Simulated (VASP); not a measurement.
# NaH: dielectric tensor with PBE

The system is NaH.

```
CELL_PARAMETERS angstrom
0.00000 2.39751 2.39751
2.39751 0.00000 2.39751
2.39751 2.39751 0.00000
ATOMIC_POSITIONS crystal
Na 0.00000 0.00000 0.00000
H 0.50000 0.50000 0.50000
```

```
Program                : VASP 6.6.1
Task                   : dielectric tensor
Functional             : PBE
Potentials or basis    : VASP PAW PBE potentials, release 64 (Na_pv, H)
Cutoff                 : 520 eV
k mesh                 : 8 × 8 × 8
Occupations            : gaussian, width 0.01 eV
Spin                   : no spin polarisation
Dipole correction      : no
Further INCAR settings : ALGO = Normal; EDIFF = 1e-08
```

```yaml
Band_gap_on_the_k_mesh: 3.80 eV (least direct gap 4.67 eV)
Electronic_dielectric_tensor_diagonal: 3.12
Born_charges_mean_of_the_diagonal: Na +0.96; H -0.96 e
```

Levels at points of the mesh, in eV from the valence-band top:
| k point | band 1 | band 2 | band 3 | band 4 | band 5 | band 6 | band 7 | band 8 |
| --- | --- | --- | --- | --- | --- | --- | --- | --- |
| (0.00, 0.00, 0.00) | -22.06 | -22.06 | -22.06 | -3.68 | 10.63 | 15.78 | 15.78 | 15.78 |
| (0.50, 0.00, 0.00) | -22.16 | -22.07 | -22.07 | -0.87 | 3.80 | 10.94 | 13.53 | 13.53 |
| (0.50, 0.50, 0.00) | -22.15 | -22.10 | -22.10 | -0.18 | 4.68 | 10.12 | 10.82 | 10.82 |

Electronic dielectric tensor:
```
3.12 0.00 0.00
0.00 3.12 0.00
0.00 0.00 3.12
```

Born effective charge tensors (e):
atom 1, Na
```
0.96 0.00 0.00
0.00 0.96 0.00
0.00 0.00 0.96
```
atom 2, H
```
-0.96  0.00  0.00
 0.00 -0.96  0.00
 0.00  0.00 -0.96
```

Wall time 46 s on 1 thread of Intel(R) Xeon(R) 6975P-C (Granite Rapids), with other jobs on the host, peak memory 0.17 GiB.

A k mesh can miss the band edges.
